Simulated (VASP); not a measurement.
# Os (P6_3/mmc) in VASP: a series of runs, part 2 of 2

VASP 6.6.1. Earlier steps stand in the parts before.

### Step 3. Single point, PBEsol

This run uses another cell than the first one, of 13.89 Å³/atom.

The input, INCAR:

```
PREC = Accurate
ENCUT = 520
EDIFF = 1E-6
ISMEAR = -1
SIGMA = 0.05
LREAL = False
LASPH = True
NELM = 100
ALGO = Fast
ISIF = 2
LWAVE = False
LCHARG = True
GGA = PS
LELF = True
LVHAR = True
NBANDS = 15
```

The input, KPOINTS:

```
Automatic mesh
0
Gamma
  11 11 6
```

The input, POSCAR:

```
Os
1.0
    2.7280718885      0.0000000000      0.0000000000
   -1.3640359443      2.3625795588      0.0000000000
    0.0000000000      0.0000000000      4.3116420093
Os
2
Direct
    0.6666666667      0.3333333333      0.7500000000
    0.3333333333      0.6666666667      0.2500000000
```

Potentials or basis: VASP PAW PBE potentials, release 64 (Os).

Started as:

```sh
$ cat potpaw_PBE.64/Os/POTCAR > POTCAR
$ mpirun -np 1 vasp_std > vasp.out
```

OUTCAR:

```text
PREC = Accurate
   ENCUT = 520
   EDIFF = 1E-6
   ISMEAR = -1
   LREAL = False
   LASPH = True
   NELM = 100
   ISIF = 2
   GGA = PS

 ion  position               nearest neighbor table
   1  0.667  0.333  0.750-   2 2.67   2 2.67   2 2.67   2 2.67   2 2.67   2 2.67
   2  0.333  0.667  0.250-   1 2.67   1 2.67   1 2.67   1 2.67   1 2.67   1 2.67

  LATTYP: Found a hexagonal cell.
 ALAT       =     2.7280718885
 C/A-ratio  =     1.5804722843

  Lattice vectors:

 A1 = (   2.7280718885,   0.0000000000,   0.0000000000)
 A2 = (  -1.3640359443,   2.3625795588,   0.0000000000)
 A3 = (   0.0000000000,   0.0000000000,   4.3116420093)

Analysis of symmetry for initial positions (statically):
=====================================================================
 Subroutine PRICEL returns:
 Original cell was already a primitive cell.

 Routine SETGRP: Setting up the symmetry group for a
 hexagonal supercell.

 Subroutine GETGRP returns: Found 24 space group operations
 (whereof 12 operations were pure point group operations)
 out of a pool of 24 trial point group operations.

The static configuration has the point symmetry D_3d.
 The point group associated with its full space group is D_6h.

Analysis of symmetry for dynamics (positions and initial velocities):
=====================================================================
 Subroutine PRICEL returns:
 Original cell was already a primitive cell.

 Routine SETGRP: Setting up the symmetry group for a
 hexagonal supercell.

 Subroutine GETGRP returns: Found 24 space group operations
 (whereof 12 operations were pure point group operations)
 out of a pool of 24 trial point group operations.

The dynamic configuration has the point symmetry D_3d.
 The point group associated with its full space group is D_6h.

 Subroutine INISYM returns: Found 24 space group operations
 (whereof 12 operations are pure point group operations),
 and found     1 'primitive' translations

[... 124 lines left out ...]
   LRPA    =     F    only Hartree local field effects (RPA)
 non-spin polarized calculation
 RMM-DIIS sequential band-by-band and
  energy-cutoff  :      520.00
  volume of cell :       27.79
 maximum number of plane-waves:       766
   NGX = 11   NGY = 11   NGZ = 17

 number of electron      15.9999998 magnetization

 Free energy of the ion-electron system (eV)
  ---------------------------------------------------
  ext. energy  EPLUGINS =         0.00000000
  ---------------------------------------------------
  free energy    TOTEN  =       -24.47567693 eV

  energy without entropy =      -24.46266017  energy(sigma->0) =      -24.46916855

 E-fermi :   9.3630     XC(G=0): -14.1915

 val. band max:        9.3423686587   @ k =   0.0909   0.0000   0.3333
 cond. band min:       9.3988600436   @ k =   0.0000   0.0000   0.0000
 fundamental gap:      0.0564913849
 Fermi energy:         9.3630298198

 k-point     1 :       0.0000    0.0000    0.0000
  band No.  band energies     occupation
      1      -1.6476      2.00000
      2       1.5204      2.00000
      3       6.3149      2.00000
      4       6.3149      2.00000
      5       6.5640      2.00000
      6       7.1697      2.00000
      7       7.1697      2.00000
      8       7.8327      2.00000
      9       7.8327      2.00000
     10       9.3989      0.65628
     11      11.1213      0.00000
     12      11.1213      0.00000
     13      18.5269      0.00000
     14      23.4453      0.00000
[... 401 lines left out ...]
      2       3.1462      2.00000
      3       4.5691      2.00000
      4       4.7951      2.00000
      5       6.0637      2.00000
      6       6.6909      2.00000
      7       7.2747      2.00000
      8       8.2363      2.00000
      9       8.8562      1.99992
     10       9.2408      1.84023
     11      11.5682      0.00000
     12      14.9956      0.00000
     13      19.9893      0.00000
     14      24.6093      0.00000
     15      25.6861      0.00000

 [... further k-points ...]

------------------------ aborting loop because EDIFF is reached ----------------------------------------

  FORCE on cell =-STRESS in cart. coord.  units (eV):
  Direction    XX          YY          ZZ          XY          YZ          ZX
  --------------------------------------------------------------------------------------
  -------------------------------------------------------------------------------------
  Total        0.0837186      0.0837186      0.0667598     -0.0000000      0.0000000      0.0000000
  in kB        4.8266693      4.8266693      3.8489380     -0.0000000      0.0000000      0.0000000
  external PRESSURE =       4.5007589 kB  Pullay stress =       0.0000000 kB

 VOLUME and BASIS-vectors are now :
 -----------------------------------------------------------------------------
  energy-cutoff  :      520.00
  volume of cell :       27.79
      direct lattice vectors                 reciprocal lattice vectors
     2.728071889  0.000000000  0.000000000     0.366559255  0.211633085  0.000000000
    -1.364035944  2.362579559  0.000000000     0.000000000  0.423266170  0.000000000
     0.000000000  0.000000000  4.311642009     0.000000000  0.000000000  0.231930201

 POSITION                                       TOTAL-FORCE (eV/Angst)
 -----------------------------------------------------------------------------------
      1.36404      0.78753      3.23373         0.000000      0.000000      0.000000
     -0.00000      1.57505      1.07791         0.000000      0.000000      0.000000
 -----------------------------------------------------------------------------------
    total drift:                               -0.000000      0.000000     -0.000000

  FREE ENERGIE OF THE ION-ELECTRON SYSTEM (eV)
  ---------------------------------------------------
  free  energy   TOTEN  =       -24.4756769310 eV

  energy  without entropy=      -24.4626601685  energy(sigma->0) =      -24.46916855
```

OSZICAR:

```text
N       E                     dE             d eps       ncg     rms          rms(c)
DAV:   1     0.100634488734E+03    0.10063E+03   -0.74347E+03  1920   0.102E+03
DAV:   2    -0.213080989815E+02   -0.12194E+03   -0.10726E+03  1920   0.327E+02
DAV:   3    -0.259760335792E+02   -0.46679E+01   -0.45097E+01  2648   0.565E+01
DAV:   4    -0.260130201481E+02   -0.36987E-01   -0.36954E-01  2018   0.510E+00
DAV:   5    -0.260132063126E+02   -0.18616E-03   -0.18616E-03  2676   0.345E-01    0.246E+01
RMM:   6    -0.248133757909E+02    0.11998E+01   -0.87916E-01  1922   0.696E+00    0.993E+00
RMM:   7    -0.244807873939E+02    0.33259E+00   -0.10252E+00  1952   0.611E+00    0.737E-01
RMM:   8    -0.244786752067E+02    0.21122E-02   -0.59475E-02  2069   0.293E+00    0.158E+00
RMM:   9    -0.244799071043E+02   -0.12319E-02   -0.20521E-02  2116   0.908E-01    0.922E-01
RMM:  10    -0.244756478370E+02    0.42593E-02   -0.10741E-02  1972   0.116E+00    0.281E-01
RMM:  11    -0.244756818095E+02   -0.33973E-04   -0.87388E-04  2110   0.227E-01    0.294E-01
RMM:  12    -0.244756792787E+02    0.25308E-05   -0.44334E-05  2144   0.533E-02    0.331E-02
RMM:  13    -0.244756769948E+02    0.22840E-05   -0.16212E-05  2099   0.408E-02    0.138E-01
RMM:  14    -0.244756769310E+02    0.63726E-07   -0.21062E-06  1621   0.119E-02
   1 F= -.24475677E+02 E0= -.24469169E+02  d E =-.130168E-01
```

stdout:

```text
POSCAR found type information on POSCAR Os
 POSCAR found :  1 types and       2 ions
 scaLAPACK will be used
 -----------------------------------------------------------------------------
|                                                                             |
|                                                                             |
|     You enforced a specific xc type in the INCAR file but a different       |
|     I HOPE YOU KNOW WHAT YOU ARE DOING!                                     |
|                                                                             |
 -----------------------------------------------------------------------------

 LDA part: xc-table for (Slater+PW92), standard interpolation
 POSCAR, INCAR and KPOINTS ok, starting setup
 FFT: planning ... GRIDC
 FFT: planning ... GRID_SOFT
 FFT: planning ... GRID
 WAVECAR not read
 entering main loop
```

Run time: 39 s. Hardware: 1 thread of Intel Xeon 8259CL, shared host; peak memory 0.15 GiB.

What came out:

| Quantity | Value |
| --- | --- |
| Free energy | -24.4757 eV |
| Pressure | 0.5 GPa |
| Band gap on the k mesh | zero (bands 8 and 9 overlap by 3.94 eV) |

Caveat: the PAW data sets were made with another functional, which shifts forces and pressure a little; spin-orbit coupling is left out, which moves the levels of the heavy elements.

### Step 4. Single point, PBEsol

This run uses another cell than the first one, of 13.83 Å³/atom.

The input, INCAR:

```
SYSTEM = Os
ALGO = Fast
EDIFF = 1E-6
ENCUT = 520
GGA = PS
ISIF = 2
ISMEAR = -1
LASPH = .True.
LCHARG = .False.
LREAL = .False.
LWAVE = .False.
NBANDS = 15
NELM = 60
PREC = Accurate
SIGMA = 0.05
```

The input, KPOINTS:

```
k-points
0
Gamma
  11 11 6
  0 0 0
```

The input, POSCAR:

```
Os
1.0
    2.7236880051      0.0000000000      0.0000000000
   -1.3618440026      2.3587830044      0.0000000000
    0.0000000000      0.0000000000      4.3056593761
Os
2
Direct
    0.6666666667      0.3333333333      0.7500000000
    0.3333333333      0.6666666667      0.2500000000
```

Started as:

```sh
$ cat potpaw_PBE.64/Os/POTCAR > POTCAR
$ mpirun -np 1 vasp_std > vasp.out
```

It took 37 s on 1 thread of Intel Xeon 8259CL, shared host; peak memory 0.15 GiB.

Results (log left out):

| Property | Result |
| --- | --- |
| Free energy | -24.4744 eV |
| Pressure | 2.5 GPa |
| Band gap on the k mesh | zero (bands 8 and 9 overlap by 3.97 eV) |

Stress tensor (GPa, compression positive):
```
2.55 0.00 0.00
0.00 2.55 0.00
0.00 0.00 2.45
```

Levels at points of the mesh, in eV from the Fermi level:
| k point | band 6 | band 7 | band 8 | band 9 | band 10 | band 11 |
| --- | --- | --- | --- | --- | --- | --- |
| (0.00, 0.00, 0.00) | -2.21 | -2.21 | -1.54 | -1.54 | 0.03 | 1.77 |
| (0.00, 0.00, 0.50) | -3.26 | -3.26 | -3.26 | 0.97 | 0.97 | 0.97 |

Caveat: the PAW data sets were made with another functional, which shifts forces and pressure a little; spin-orbit coupling is left out, which moves the levels of the heavy elements.

### Step 5. Single point, PBEsol

This run uses another cell than the first one, of 13.74 Å³/atom.

The input, INCAR:

```
PREC = Accurate
ENCUT = 520
EDIFF = 1E-6
ISMEAR = -1
SIGMA = 0.05
LREAL = False
LASPH = True
NELM = 80
ALGO = Normal
ISIF = 2
LWAVE = False
LCHARG = False
GGA = PS
NBANDS = 15
```

The input, KPOINTS:

```
regular mesh
0
Gamma
  11 11 6
```

The input, POSCAR:

```
Os
1.0
    2.7172870686      0.0000000000      0.0000000000
   -1.3586435343      2.3532396308      0.0000000000
    0.0000000000      0.0000000000      4.2968879670
Os
2
Direct
    0.6666666667      0.3333333333      0.7500000000
    0.3333333333      0.6666666667      0.2500000000
```

Started as:

```sh
$ cat potpaw_PBE.64/Os/POTCAR > POTCAR
$ mpirun -np 1 vasp_std > vasp.out
```

It took 31 s on 1 thread of Intel Xeon 8259CL, shared host; peak memory 0.15 GiB.

Results (log left out):

```
Free energy            : -24.4694 eV
Pressure               : 5.7 GPa
Band gap on the k mesh : zero (bands 8 and 9 overlap by 4.01 eV)
```

Stress tensor (GPa, compression positive):
```
5.72 0.00 0.00
0.00 5.72 0.00
0.00 0.00 5.63
```

Levels at points of the mesh, in eV from the Fermi level:
```csv
k point,band 4,band 5,band 6,band 7,band 8,band 9,band 10,band 11,band 12,band 13
"(0.00, 0.00, 0.00)",-3.10,-2.85,-2.23,-2.23,-1.55,-1.55,0.03,1.79,1.79,9.29
"(0.00, 0.00, 0.50)",-3.64,-3.30,-3.30,-3.30,-3.30,0.98,0.98,0.98,0.98,13.80
```

Caveat: the cell stands under pressure; the PAW data sets were made with another functional, which shifts forces and pressure a little; spin-orbit coupling is left out, which moves the levels of the heavy elements.

### Step 6. Summary

| cell | gap on the mesh (eV) | pressure (GPa) |
| --- | --- | --- |
| a = 2.688, b = 2.688, c = 4.257 Å, angles 90.0, 90.0, 120.0°, 2 atoms | none | 21.2 |
| a = 2.728, b = 2.728, c = 4.312 Å, angles 90.0, 90.0, 120.0°, 2 atoms | none | 0.5 |
| a = 2.724, b = 2.724, c = 4.306 Å, angles 90.0, 90.0, 120.0°, 2 atoms | none | 2.5 |
| a = 2.717, b = 2.717, c = 4.297 Å, angles 90.0, 90.0, 120.0°, 2 atoms | none | 5.7 |

Alike in all rows: task single point; level PBEsol; potentials or basis VASP PAW PBE potentials, release 64 (Os); no spin polarisation; k mesh 11 × 11 × 6; cutoff (eV) 520; smearing fermi-dirac 0.05 eV.

Caveats: the PAW data sets were made with another functional, which shifts forces and pressure a little; spin-orbit coupling is left out, which moves the levels of the heavy elements; the cell stands under pressure (at least some runs).

Absolute energies hang on the potentials; compare differences alone.
